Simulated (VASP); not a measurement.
The system is Hf2SiOF2.

```
CELL_PARAMETERS angstrom
3.86609 0.00000 0.00000
0.00000 3.86609 0.00000
0.00000 0.00000 5.34522
ATOMIC_POSITIONS crystal
Hf 0.00000 0.50000 0.50000
Hf 0.50000 0.00000 0.50000
Si 0.00000 0.00000 0.00000
O 0.00000 0.00000 0.50000
F 0.50000 0.50000 0.77530
F 0.50000 0.50000 0.22470
```

The cell was generated, and may not be a known phase.

- Program: VASP 6.6.1
- Task: relaxation of cell and atoms
- Functional: PBE
- Potentials or basis: VASP PAW PBE potentials, release 64 (Hf_pv, Si, O, F)
- Cutoff: 600 eV
- k mesh: 4 × 4 × 4
- Occupations: gaussian, width 0.1 eV
- Spin: no spin polarisation

At the start: pressure 32.9 GPa; volume 13.32 Å³/atom.

Question: How do energy, volume and symmetry change on relaxing?

Answer: Over 11 steps the energy falls by 757.8 meV/atom and the volume is 13.96 Å³/atom (+4.8 %); space group P4/mmm (No. 123, to 0.1 Å) before and after.

Step by step:
```csv
step,energy change (eV),largest force (eV/Å),pressure (GPa),volume (Å³)
1,0.0000,2.1686,32.91,79.89
2,-1.7232,2.2619,-20.55,113.92
3,-2.8660,2.8321,-9.41,98.36
4,-4.2561,1.0613,-9.29,92.10
5,-4.3644,0.4817,-7.68,89.96
6,-4.3672,0.1133,-8.03,90.38
7,-4.4478,0.6472,6.84,80.98
8,-4.5322,0.4055,-0.24,84.68
9,-4.5434,0.0402,-0.20,84.24
10,-4.5444,0.1098,-0.16,84.05
11,-4.5469,0.0060,-0.05,83.73
```

Final structure:
```yaml
crystal:
  lattice:
    - [4.31276, 0.00000, 0.00000]
    - [0.00000, 4.31276, 0.00000]
    - [0.00000, 0.00000, 4.50189]
  atoms:
    - { symbol: Hf, position: [0.00000, 0.50000, 0.50000] }
    - { symbol: Hf, position: [0.50000, 0.00000, 0.50000] }
    - { symbol: Si, position: [0.00000, 0.00000, 0.00000] }
    - { symbol: O, position: [0.00000, 0.00000, 0.50000] }
    - { symbol: F, position: [0.50000, 0.50000, 0.73521] }
    - { symbol: F, position: [0.50000, 0.50000, 0.26479] }
```

Caveat: the k points lie up to 0.36 Å⁻¹ apart in the final cell, too coarse for converged energies and pressures of a metal; a cell axis changed by over 15 % at a fixed basis, so the end point is rough.
